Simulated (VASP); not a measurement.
Here is a VASP 6.6.1 calculation.

File INCAR:

```
PREC = Accurate ; ENCUT = 520
EDIFF = 1E-7 ; ISMEAR = 0
SIGMA = 0.05 ; LREAL = False
LASPH = True ; NELM = 60
ALGO = Normal ; ISIF = 2
LWAVE = False ; LCHARG = False
GGA = PE ; NBANDS = 82
```

The input KPOINTS:

```
regular mesh
0
Gamma
  3 2 3
```

Contents of POSCAR:

```
Sc12F
1.0
    6.6200000000      0.0000000000      0.0000000000
   -4.9650000000      8.5996320000      0.0000000000
    0.0000000000      0.0000000000      5.2761400000
Sc F
12 1
Direct
   -0.0208201808     -0.0073755482     -0.0004308074
    0.1598054578      0.2347194624      0.4996224513
   -0.0021045802      0.3320001368     -0.0003764115
    0.1648989597      0.5554119060      0.4995858715
    0.0016898896      0.6704439213     -0.0004410421
    0.1530078104      0.8702504944      0.4995424685
    0.5075019028     -0.0111336160     -0.0004304283
    0.6895225773      0.2319515533      0.4996233989
    0.5179489963      0.3561583798     -0.0003892998
    0.6705088941      0.5602267632      0.4995894726
    0.5036818830      0.6682024301     -0.0004181087
    0.6623081226      0.8837423508      0.4995633171
    0.3296847791      0.1086387185      0.4995964853
```

Potentials or basis: VASP PAW PBE potentials, release 64 (Sc_sv, F).

The run is started by

```sh
$ cat potpaw_PBE.64/Sc_sv/POTCAR potpaw_PBE.64/F/POTCAR > POTCAR
$ mpirun -np 1 vasp_std > vasp.out
```

**Question.** What does it give for the pressure?

**Answer.** 2.1 GPa.

**Question.** What does it give for the band gap on the k mesh?

**Answer.** Zero (an odd number of electrons rules out a gap without spin polarisation).

**Question.** Predict the largest force.

**Answer.** 0.070 eV/Å.

Forces in eV/Å, atoms in the order of the input:
```
Sc   0.007  0.013  0.000
Sc  -0.054  0.045  0.000
Sc   0.000 -0.005  0.000
Sc  -0.002  0.001  0.000
Sc   0.003 -0.004  0.000
Sc   0.013 -0.068  0.000
Sc   0.003  0.006  0.000
Sc   0.051  0.015  0.000
Sc  -0.001 -0.009  0.000
Sc   0.000  0.000  0.000
Sc  -0.003 -0.001  0.000
Sc  -0.002  0.010  0.000
F   -0.015 -0.002  0.000
```

Caveat: the k points lie up to 0.40 Å⁻¹ apart, too coarse for converged energies and pressures of a metal; an odd number of electrons without spin polarisation forces a metal; a magnetic or distorted state may lie lower.
